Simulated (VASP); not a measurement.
# Ag (I4_1/amd) in VASP: notebook

Runs on Ag. Level: PBE. Tasks: relaxation of cell and atoms.

Everything below comes from runs of VASP 6.6.1. Logs are shortened: lines on timing, memory, paths and dates and some standing lists are left out, and cuts for length are marked.

**1. The cell of the first run**

Symmetry: I4_1/amd, No. 141, tetragonal system. The conventional cell has a = 5.152 Å, b = 5.152 Å, c = 2.834 Å, α = 90.00°, β = 90.00°, γ = 90.00°. Ag (site symmetry -4m2) has 10 Ag at 2.67 to 3.34 Å within 3.5 Å.

**2. Relaxation of cell and atoms, PBE, target pressure -1.8 GPa, at which the enthalpy is minimised**

Contents of INCAR:

```
SYSTEM = Ag
PREC = Accurate ; ENCUT = 600
EDIFF = 1E-6 ; ISMEAR = -1
SIGMA = 0.05 ; LREAL = .FALSE.
LASPH = .TRUE. ; NELM = 80
ALGO = Normal ; ISIF = 3
LWAVE = .FALSE. ; LCHARG = .FALSE.
GGA = PE ; IBRION = 2
NSW = 60 ; EDIFFG = -0.005
PSTRESS = -18.0
```

Contents of KPOINTS:

```
regular mesh
0
G
  15 15 15
  0 0 0
```

Contents of POSCAR:

```
Ag
1.0
   -2.5761343482      2.5761343482      1.4168738915
    2.5761343482     -2.5761343482      1.4168738915
    2.5761343482      2.5761343482     -1.4168738915
Ag
2
Direct
   -0.3750000000     -0.1250000000     -0.2500000000
    0.3750000000      0.1250000000      0.2500000000
```

Potentials or basis: VASP PAW PBE potentials, release 64 (Ag).

Command:

```bash
$ cat potpaw_PBE.64/Ag/POTCAR > POTCAR
$ mpirun -np 1 vasp_std > vasp.out
```

OUTCAR:

```text
SYSTEM = Ag
   PREC = Accurate
   ENCUT = 600
   EDIFF = 1E-6
   ISMEAR = -1
   LREAL = .FALSE.
   LASPH = .TRUE.
   NELM = 80
   ISIF = 3
   GGA = PE
   IBRION = 2
   NSW = 60
   EDIFFG = -0.005
   PSTRESS = -18.0

 ion  position               nearest neighbor table
   1  0.625  0.875  0.750-   2 2.67   2 2.67   2 2.67   2 2.67   2 3.34   2 3.34   2 3.34   2 3.34

   2  0.375  0.125  0.250-   1 2.67   1 2.67   1 2.67   1 2.67   1 3.34   1 3.34   1 3.34   1 3.34

  LATTYP: Found a body centered tetragonal cell.
 ALAT       =     5.1522686964
 C/A-ratio  =     0.5500000000

  Lattice vectors:

 A1 = (  -2.5761343482,   2.5761343482,   1.4168738915)
 A2 = (   2.5761343482,  -2.5761343482,   1.4168738915)
 A3 = (   2.5761343482,   2.5761343482,  -1.4168738915)

Analysis of symmetry for initial positions (statically):
=====================================================================
 Subroutine PRICEL returns:
 Original cell was already a primitive cell.

 Routine SETGRP: Setting up the symmetry group for a
 body centered tetragonal supercell.

 Subroutine GETGRP returns: Found 16 space group operations
 (whereof  4 operations were pure point group operations)
 out of a pool of 16 trial point group operations.

The static configuration has the point symmetry C_2h.
 The point group associated with its full space group is D_4h.

Analysis of symmetry for dynamics (positions and initial velocities):
=====================================================================
 Subroutine PRICEL returns:
 Original cell was already a primitive cell.

 Routine SETGRP: Setting up the symmetry group for a
 body centered tetragonal supercell.

 Subroutine GETGRP returns: Found 16 space group operations
 (whereof  4 operations were pure point group operations)
 out of a pool of 16 trial point group operations.

The dynamic configuration has the point symmetry C_2h.
 The point group associated with its full space group is D_4h.

 Subroutine INISYM returns: Found 16 space group operations
 (whereof  4 operations are pure point group operations),
 and found     1 'primitive' translations

----------------------------------------------------------------------------------------

                                     Primitive cell

  volume of cell :      37.6122

  direct lattice vectors                    reciprocal lattice vectors
    -2.576134348  2.576134348  1.416873892     0.000000000  0.194089256  0.352889557
     2.576134348 -2.576134348  1.416873892     0.194089256  0.000000000  0.352889557
     2.576134348  2.576134348 -1.416873892     0.194089256  0.194089256  0.000000000

  length of vectors
     3.909023917  3.909023917  3.909023917     0.402742696  0.402742696  0.274483659

  position of ions in fractional coordinates (direct lattice)
     0.625000000  0.875000000  0.750000000
     0.375000000  0.125000000  0.250000000

  ion indices of the primitive-cell ions
   primitive index   ion index
                 1           1
                 2           2

----------------------------------------------------------------------------------------

 KPOINTS: regular mesh

Automatic generation of k-mesh.
 Grid dimensions read from file:
 generate k-points for:   15   15   15

 Generating k-lattice:

  Cartesian coordinates                     Fractional coordinates (reciprocal lattice)
     0.000000000  0.012939284  0.023525970     0.066666667  0.000000000  0.000000000
     0.012939284  0.000000000  0.023525970     0.000000000  0.066666667  0.000000000
     0.012939284  0.012939284  0.000000000     0.000000000  0.000000000  0.066666667

  Length of vectors
     0.026849513  0.026849513  0.018298911

  Shift w.r.t. Gamma in fractional coordinates (k-lattice)
     0.000000000  0.000000000  0.000000000

 Subroutine IBZKPT returns following result:
 ===========================================

 Found    288 irreducible k-points:

 Following reciprocal coordinates:
            Coordinates               Weight
  0.000000  0.000000  0.000000      1.000000
  0.066667 -0.000000  0.000000      8.000000
  0.133333 -0.000000  0.000000      8.000000
  0.200000 -0.000000  0.000000      8.000000
  0.266667 -0.000000  0.000000      8.000000
  0.333333 -0.000000  0.000000      8.000000
[... 16 lines left out ...]
  0.133333  0.133333  0.000000      8.000000
  0.200000  0.133333  0.000000     16.000000
 [... further k-points ...]
   k-points           NKPTS =    288   k-points in BZ     NKDIM =    288   number of bands    NBANDS=     15
   number of dos      NEDOS =    301   number of ions     NIONS =      2
   total plane-waves  NPLWV =  32768
   dimension x,y,z NGX =    32 NGY =   32 NGZ =   32
   dimension x,y,z NGXF=    64 NGYF=   64 NGZF=   64
   ions per type =               2
   NGX,Y,Z   is equivalent  to a cutoff of  13.61, 13.61, 13.61 a.u.
   NGXF,Y,Z  is equivalent  to a cutoff of  27.22, 27.22, 27.22 a.u.
 SYSTEM =  Ag
   PREC   = accura    normal or accurate (medium, high low for compatibility)
   ISTART =      0    job   : 0-new  1-cont  2-samecut
   ICHARG =      2    charge: 1-file 2-atom 10-const
   ISPIN  =      1    spin polarized calculation?
   LNONCOLLINEAR =      F non collinear calculations
   LSORBIT =      F    spin-orbit coupling
   LASPH  =      T    aspherical Exc in radial PAW
   ENCUT  =  600.0 eV  44.10 Ry    6.64 a.u.   7.81  7.81  7.81*2*pi/ulx,y,z
   NELM   =     80;   NELMIN=  2; NELMDL= -5     # of ELM steps
   EDIFF  = 0.1E-05   stopping-criterion for ELM
   LREAL  =      F    real-space projection
   EDIFFG = -.5E-02   stopping-criterion for IOM
   NSW    =     60    number of steps for IOM
   IBRION =      2    ionic relax: 0-MD 1-quasi-New 2-CG
   NFREE  =      1    steps in history (QN), initial steepest desc. (CG)
   ISIF   =      3    stress and relaxation
   ISYM   =      2    0-nonsym 1-usesym 2-fastsym
   POTIM  = 0.5000    time-step for ionic-motion
   TEBEG  =    0.0;   TEEND  =   0.0 temperature during run
   PSTRESS=  -18.0 pullay stress
   NELECT =      22.0000    total number of electrons
   NUPDOWN=      -1.0000    fix difference up-down
   EMIN   =  10.00;   EMAX   =-10.00  energy-range for DOS
   EFERMI =   0.00;   METHOD = LEGACY
   ISMEAR =    -1;   SIGMA  =   0.05  broadening in eV -4-tet -1-fermi 0-gaus
   EFERMI_NEDOS =   21; number of points for ismear=-14 and -15
   IALGO  =     38    algorithm
   IMIX   =      4    mixing-type and parameters
     AMIX     =   0.40;   BMIX     =  1.00
     AMIX_MAG =   1.60;   BMIX_MAG =  1.00
  volume/ion in A,a.u.               =      18.81       126.91
  Fermi-wavevector in a.u.,A,eV,Ry     =   1.369114  2.587251 25.503761  1.874474
  Thomas-Fermi vector in A             =   2.495018
   LORBIT       =      0    0 simple, 1 ext, 2 COOP (PROOUT), +10 PAW based schemes
   GGA     = PE    functional components
   LHFCALC =     F    Hartree Fock is set to
   AEXX    =    0.0000 exact exchange contribution
   IVDW    =     0    specifies the selected vdW correction
   LEPSILON=     F    determine dielectric tensor
   LRPA    =     F    only Hartree local field effects (RPA)
 conjugate gradient relaxation of ions
 non-spin polarized calculation
  energy-cutoff  :      600.00
  volume of cell :       37.61
 maximum number of plane-waves:      1274
   NGX = 15   NGY = 15   NGZ = 15

--------------------------------------- Ionic step        1  -------------------------------------------

 number of electron      21.9999995 magnetization

 Free energy of the ion-electron system (eV)
  ---------------------------------------------------
  ext. energy  EPLUGINS =         0.00000000
  ---------------------------------------------------
  free energy    TOTEN  =        -4.91017682 eV

  energy without entropy =       -4.90602587  energy(sigma->0) =       -4.90810135

------------------------ aborting loop because EDIFF is reached ----------------------------------------

  FORCE on cell =-STRESS in cart. coord.  units (eV):
  Direction    XX          YY          ZZ          XY          YZ          ZX
  --------------------------------------------------------------------------------------
  -------------------------------------------------------------------------------------
  Total        1.5192981      1.5192981     -0.1145844     -0.0000000     -0.0000000      0.0000000
  in kB       64.7180426     64.7180426     -4.8809874     -0.0000000     -0.0000000      0.0000000
  external PRESSURE =      59.5183659 kB  Pullay stress =     -18.0000000 kB
[... 213 lines left out ...]
  enthalpy is  TOTEN    =        -5.4051089248 eV   P V=       -0.4542084907

--------------------------------------- Ionic step        7  -------------------------------------------

 number of electron      21.9999998 magnetization

 Free energy of the ion-electron system (eV)
  ---------------------------------------------------
  ext. energy  EPLUGINS =         0.00000000
  ---------------------------------------------------
  free energy    TOTEN  =        -4.95048136 eV

  energy without entropy =       -4.94532024  energy(sigma->0) =       -4.94790080

 E-fermi :   6.2861     XC(G=0): -11.1627

 val. band max:        6.2830302571   @ k =  -0.3333  -0.4667   0.3333
 cond. band min:       6.2984350401   @ k =  -0.3333   0.4000   0.2000
 fundamental gap:      0.0154047830
 Fermi energy:         6.2860812565

 k-point     1 :       0.0000    0.0000    0.0000
  band No.  band energies     occupation
      1      -0.3098      2.00000
      2       0.6476      2.00000
      3       0.7901      2.00000
      4       1.0502      2.00000
      5       1.2121      2.00000
      6       2.8516      2.00000
      7       2.8516      2.00000
      8       2.8809      2.00000
      9       2.8809      2.00000
     10       3.4009      2.00000
     11       3.9289      2.00000
     12      10.3991      0.00000
     13      10.3991      0.00000
     14      14.2397      0.00000
     15      16.1288      0.00000
[... 397 lines left out ...]
 k-point    24 :       0.2000    0.1333    0.0000
  band No.  band energies     occupation
      1       0.9506      2.00000
      2       1.0568      2.00000
      3       1.2890      2.00000
      4       1.7452      2.00000
      5       1.8586      2.00000
      6       2.1576      2.00000
      7       2.2722      2.00000
      8       3.0390      2.00000
      9       3.1929      2.00000
     10       3.5123      2.00000
     11       3.7115      2.00000
     12      11.0067      0.00000
     13      13.1873      0.00000
     14      14.2292      0.00000
     15      15.9513      0.00000

 [... further k-points ...]
[... 5 lines left out ...]
  --------------------------------------------------------------------------------------
  -------------------------------------------------------------------------------------
  Total       -0.4590727     -0.4590727     -0.4529313     -0.0000000     -0.0000000      0.0000000
  in kB      -18.1756641    -18.1756641    -17.9325132     -0.0000000     -0.0000000      0.0000000
  external PRESSURE =      -0.0946138 kB  Pullay stress =     -18.0000000 kB
[... 17 lines left out ...]
  FREE ENERGIE OF THE ION-ELECTRON SYSTEM (eV)
  ---------------------------------------------------
  free  energy   TOTEN  =        -4.9504813574 eV

  energy  without entropy=       -4.9453202354  energy(sigma->0) =       -4.94790080

  enthalpy is  TOTEN    =        -5.4051171656 eV   P V=       -0.4546358082

 reached required accuracy - stopping structural energy minimisation
```

Run time: 13 min. Hardware: 1 thread of Oxide Virtual Turin-like, shared host; peak memory 0.29 GiB.

What came out:

```
Free energy                                                : -4.9505 eV
Relaxed volume                                             : 20.23 Å³/atom
Relaxed cell                                               : a = 4.045 Å, b = 4.045 Å, c = 4.045 Å, α = 96.94°, β = 96.94°, γ = 139.31°
Space group after relaxing (to 0.1 Å)                      : I4_1/amd (No. 141)
Energy change on relaxing (the run minimises the enthalpy) : -20.2 meV/atom
Ionic steps                                                : 7
Pressure after relaxing                                    : -1.8 GPa
Band gap on the k mesh                                     : zero (bands 11 and 12 overlap by 5.04 eV)
```

The path:
```
step  energy change (eV)  largest force (eV/Å)  pressure (GPa)  volume (Å³)
   1              0.0000                0.0000            4.15        37.61
   2             -0.0224                0.0000           -3.33        41.52
   3             -0.0339                0.0000           -2.27        40.76
   4             -0.0396                0.0000           -1.87        40.51
   5             -0.0407                0.0000           -1.74        40.44
   6             -0.0407                0.0000           -1.74        40.43
   7             -0.0403                0.0000           -1.81        40.47
```

Final structure:
```xyz
2
Lattice="-2.6820 2.6820 1.4064 2.6820 -2.6820 1.4064 2.6820 2.6820 -1.4064" Properties=species:S:1:pos:R:3 pbc="T T T"
Ag    2.6820    1.3410    1.0548
Ag    0.0000    1.3410    0.3516
```

Caveat: the cell is relaxed towards a set pressure, so the run minimises the enthalpy, not the energy.

**3. Relaxation of cell and atoms, PBE, target pressure -1.8 GPa, at which the enthalpy is minimised**

This run uses another cell than the first one, of 20.27 Å³/atom.

Contents of INCAR:

```
SYSTEM = Ag
PREC = Accurate
ENCUT = 600
EDIFF = 1E-6
ISMEAR = -1
SIGMA = 0.05
LREAL = .FALSE.
LASPH = .TRUE.
NELM = 80
ALGO = Normal
ISIF = 3
LWAVE = .FALSE.
LCHARG = .FALSE.
GGA = PE
IBRION = 2
NSW = 32
EDIFFG = -0.005
PSTRESS = -18.0
```

Contents of KPOINTS:

```
Automatic mesh
0
G
  15 15 15
  0 0 0
```

Contents of POSCAR:

```
Ag
1.0
   -2.6840734359      2.6840734359      1.4070866024
    2.6840734359     -2.6840734359      1.4070866024
    2.6840734359      2.6840734359     -1.4070866024
Ag
2
Direct
   -0.3750000000     -0.1250000000     -0.2500000000
    0.3750000000      0.1250000000      0.2500000000
```

Potentials or basis: VASP PAW PBE potentials, release 64 (Ag).

Command:

```bash
$ cat potpaw_PBE.64/Ag/POTCAR > POTCAR
$ mpirun -np 1 vasp_std > vasp.out
```

Run time: 3.8 min. Hardware: 1 thread of Oxide Virtual Turin-like, shared host; peak memory 0.3 GiB.

The run converged. Its results:

* Free energy: -4.9523 eV
* Relaxed volume: 20.24 Å³/atom
* Relaxed cell: a = 4.046 Å, b = 4.046 Å, c = 4.046 Å, α = 96.94°, β = 96.94°, γ = 139.31°
* Space group after relaxing (to 0.1 Å): I4_1/amd (No. 141)
* Energy change on relaxing (the run minimises the enthalpy): -0.4 meV/atom
* Ionic steps: 2
* Pressure after relaxing: -1.8 GPa
* Band gap on the k mesh: zero (bands 11 and 12 overlap by 5.04 eV)

The path:
| step | energy change (eV) | largest force (eV/Å) | pressure (GPa) | volume (Å³) |
| --- | --- | --- | --- | --- |
| 1 | 0.0000 | 0.0000 | -1.90 | 40.55 |
| 2 | -0.0009 | 0.0000 | -1.78 | 40.47 |

Final structure:
```
Ag
1.0
    -2.68226    2.68226    1.40639
     2.68226   -2.68226    1.40639
     2.68226    2.68226   -1.40639
Ag
2
Cartesian
  2.6823 1.3411 1.0548
  0.0000 1.3411 0.3516
```

Levels at points of the mesh, in eV from the Fermi level:
```tsv
k point	band 9	band 10	band 11	band 12	band 13	band 14
(0.00, 0.00, 0.00)	-3.40	-2.89	-2.36	4.11	4.11	7.95
```

Caveat: the cell is relaxed towards a set pressure, so the run minimises the enthalpy, not the energy.
